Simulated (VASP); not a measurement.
Input of a VASP 6.6.1 run:

File INCAR:

```
SYSTEM = Mg63Si31
ALGO = Normal
EDIFF = 1E-7
EDIFFG = -0.03
ENCUT = 450
GGA = PS
GGA_COMPAT = .FALSE.
IBRION = 2
ISIF = 2
ISMEAR = -1
ISYM = -1
KPAR = 1
LASPH = .TRUE.
LCHARG = .FALSE.
LREAL = Auto
LWAVE = .FALSE.
NELM = 120
NELMIN = 4
NSW = 100
PREC = Accurate
SIGMA = 0.05
```

The input KPOINTS:

```
explicit points
1
Reciprocal
  0.25000000   0.25000000   0.25000000 1
```

POSCAR

```
Mg63Si31
1.0
   12.6494980000      0.0000000000      0.0000000000
    0.0000000000     12.6494980000      0.0000000000
    0.0000000000      0.0000000000     12.6494980000
Mg Si
63 31
Direct
    0.3761870000      0.1246640000      0.1249210000
    0.3753150000      0.1248190000      0.6242940000
    0.3747700000      0.6272360000      0.1249460000
    0.8727450000      0.1268000000      0.1256930000
    0.8768350000      0.1245380000      0.6248410000
    0.8740550000      0.6251170000      0.1252710000
    0.8758290000      0.6263980000      0.6247670000
    0.1245080000      0.3750380000      0.1235280000
    0.1253410000      0.3758710000      0.6252990000
    0.1224430000      0.8753640000      0.1233320000
    0.1240970000      0.8725360000      0.6252730000
    0.6249940000      0.3731080000      0.1256910000
    0.6233200000      0.3723380000      0.6268240000
    0.6273900000      0.8755990000      0.1251320000
    0.6249700000      0.8763380000      0.6241920000
    0.1269220000      0.1231410000      0.3770120000
    0.1247580000      0.1242290000      0.8764920000
    0.1250620000      0.6259330000      0.3756570000
    0.1265260000      0.6285310000      0.8769260000
    0.6252150000      0.1242430000      0.3760290000
    0.6248270000      0.1234570000      0.8741610000
    0.6257600000      0.6268030000      0.3762740000
    0.6217460000      0.6251310000      0.8763830000
    0.1236020000      0.1242430000      0.1261220000
    0.1232510000      0.1246590000      0.6259450000
    0.1249550000      0.6260640000      0.1255340000
    0.1257640000      0.6226710000      0.6218670000
    0.6251320000      0.1252620000      0.1232270000
    0.6265230000      0.1254640000      0.6248450000
    0.6244740000      0.6235890000      0.1240050000
    0.6259950000      0.6231600000      0.6240320000
    0.3743900000      0.3771370000      0.3759380000
    0.3751760000      0.3729110000      0.8760860000
    0.3740540000      0.8765330000      0.3772230000
    0.3733610000      0.8763260000      0.8785140000
    0.8750910000      0.3744420000      0.3764430000
    0.8762420000      0.3751410000      0.8731260000
    0.8768720000      0.8757290000      0.3750910000
    0.8759010000      0.8759700000      0.8763170000
    0.3752040000      0.3768170000      0.1256570000
    0.3751990000      0.3769210000      0.6240990000
    0.3753560000      0.8726810000      0.1268370000
    0.3738080000      0.8766240000      0.6216970000
    0.8728080000      0.3738110000      0.1264640000
    0.8756550000      0.3748300000      0.6261540000
    0.8745370000      0.8740780000      0.1275270000
    0.8747230000      0.8744160000      0.6258640000
    0.3724910000      0.1278860000      0.3775380000
    0.3752160000      0.1239600000      0.8753850000
    0.3747890000      0.6225080000      0.3735270000
    0.3737170000      0.6242600000      0.8753520000
    0.8756240000      0.1232980000      0.3730790000
    0.8760080000      0.1280440000      0.8764780000
    0.8730780000      0.6239230000      0.3717410000
    0.8745400000      0.6233190000      0.8721620000
    0.1229280000      0.3757800000      0.3743870000
    0.1231500000      0.3771620000      0.8740640000
    0.1280700000      0.8764890000      0.3763100000
    0.1252630000      0.8722410000      0.8792500000
    0.6241330000      0.3745630000      0.3730990000
    0.6223180000      0.3753200000      0.8754650000
    0.6258960000      0.8732120000      0.3730570000
    0.6265410000      0.8729210000      0.8731260000
    0.0005230000      0.0005380000      0.9987860000
    0.9995680000      0.9997260000      0.4990620000
    0.9996310000      0.5013090000      0.0041410000
    0.5008820000      0.0018430000      0.0026850000
    0.5009010000      0.0004720000      0.5007700000
    0.4980790000      0.5028140000      0.0019720000
    0.5001450000      0.5000620000      0.4989270000
    0.2501000000      0.2496560000      0.9987150000
    0.2501590000      0.2497210000      0.4981470000
    0.2466110000      0.7477730000      0.0010800000
    0.2485430000      0.7517230000      0.4978900000
    0.7477660000      0.2514010000      0.0004480000
    0.7480280000      0.2493200000      0.4998070000
    0.7503470000      0.7485590000      0.9982030000
    0.7495020000      0.7527730000      0.5013310000
    0.2509290000      0.9995330000      0.2489660000
    0.2517330000      0.9984670000      0.7520710000
    0.2509320000      0.4983020000      0.2520130000
    0.2486870000      0.4967230000      0.7477380000
    0.7505850000      0.9987370000      0.2492000000
    0.7485430000      0.0003780000      0.7520550000
    0.7493610000      0.5018740000      0.2499000000
    0.7507370000      0.4994450000      0.7503590000
    0.9997310000      0.2494830000      0.2490580000
    0.0006710000      0.2475030000      0.7506980000
    0.0001650000      0.7495910000      0.2484290000
    0.0007940000      0.7458800000      0.7522140000
    0.5004260000      0.2480900000      0.2518000000
    0.4997670000      0.2513240000      0.7494560000
    0.4977240000      0.7530090000      0.2492800000
    0.4996580000      0.7509860000      0.7504770000
```

Potentials or basis: VASP PAW PBE potentials, release 64 (Mg, Si).

Launch:

```console
$ cat potpaw_PBE.64/Mg/POTCAR potpaw_PBE.64/Si/POTCAR > POTCAR
$ mpirun -np 4 vasp_std > vasp.out
```

Question: Estimate the energy gained by relaxing.

Answer: 10.7 meV/atom.

Forces in eV/Å, atoms in the order of the input:
```
Mg   0.002 -0.003 -0.006
Mg   0.002 -0.002  0.001
Mg  -0.004  0.001 -0.002
Mg  -0.003  0.000  0.002
Mg   0.002  0.000  0.002
Mg   0.001  0.001  0.001
Mg   0.009  0.001 -0.002
Mg  -0.006 -0.004 -0.001
Mg   0.000  0.000  0.000
Mg   0.004  0.000  0.001
Mg   0.004  0.001  0.008
Mg  -0.001 -0.003  0.001
Mg  -0.003 -0.004  0.011
Mg   0.000  0.007 -0.007
Mg  -0.003 -0.002 -0.005
Mg  -0.001  0.002 -0.001
Mg  -0.001 -0.001  0.001
Mg   0.003 -0.003 -0.005
Mg   0.004  0.008 -0.008
Mg  -0.001  0.001 -0.004
Mg  -0.004 -0.009  0.000
Mg   0.002  0.005  0.004
Mg  -0.005 -0.005 -0.003
Mg   0.002  0.001  0.001
Mg  -0.001  0.006 -0.002
Mg   0.002  0.005  0.000
Mg   0.012 -0.009  0.020
Mg  -0.002 -0.003 -0.001
Mg  -0.004  0.004  0.005
Mg  -0.005 -0.001  0.000
Mg   0.005  0.006  0.004
Mg  -0.008  0.003  0.000
Mg   0.010 -0.006 -0.002
Mg   0.007  0.001  0.004
Mg  -0.005  0.003  0.005
Mg  -0.011 -0.010 -0.009
Mg  -0.001 -0.002  0.002
Mg   0.001  0.004 -0.003
Mg  -0.004  0.005 -0.001
Mg  -0.001  0.003  0.000
Mg  -0.001 -0.002  0.005
Mg   0.002  0.000 -0.007
Mg   0.001  0.007 -0.009
Mg  -0.001 -0.003 -0.001
Mg  -0.003 -0.007  0.008
Mg  -0.009  0.000  0.001
Mg   0.001 -0.007 -0.001
Mg   0.000  0.004  0.003
Mg   0.005 -0.002  0.000
Mg  -0.006 -0.001  0.001
Mg  -0.003 -0.008  0.009
Mg   0.000  0.002 -0.004
Mg  -0.005 -0.002  0.003
Mg  -0.005  0.008 -0.008
Mg   0.002  0.002 -0.008
Mg   0.000 -0.011 -0.011
Mg  -0.005 -0.002  0.001
Mg  -0.004  0.004 -0.003
Mg  -0.003  0.009  0.013
Mg   0.002  0.001 -0.002
Mg   0.006 -0.007  0.010
Mg   0.004  0.010 -0.007
Mg  -0.007  0.004  0.003
Si   0.000  0.001 -0.004
Si   0.007 -0.005  0.000
Si  -0.003  0.000  0.004
Si   0.001 -0.008  0.000
Si   0.004 -0.001 -0.006
Si   0.006  0.007  0.003
Si  -0.001  0.005 -0.010
Si   0.004 -0.006  0.005
Si  -0.007  0.002 -0.001
Si   0.000  0.001  0.000
Si   0.010  0.000 -0.007
Si   0.000 -0.005  0.005
Si  -0.003  0.003 -0.002
Si  -0.003 -0.001  0.001
Si   0.003 -0.001  0.003
Si   0.003  0.003 -0.003
Si   0.001  0.002  0.003
Si  -0.004  0.004  0.012
Si  -0.007  0.013 -0.006
Si  -0.004  0.004 -0.008
Si  -0.004 -0.003  0.006
Si  -0.007  0.006  0.000
Si   0.006 -0.001  0.004
Si  -0.001 -0.005 -0.002
Si   0.004  0.001 -0.007
Si   0.005 -0.004  0.008
Si   0.007 -0.008 -0.006
Si  -0.004 -0.002  0.002
Si   0.005 -0.001  0.003
Si   0.004  0.005 -0.001
Si   0.010 -0.004 -0.003
```

Caveat: the PAW data sets were made with another functional, which shifts forces and pressure a little.
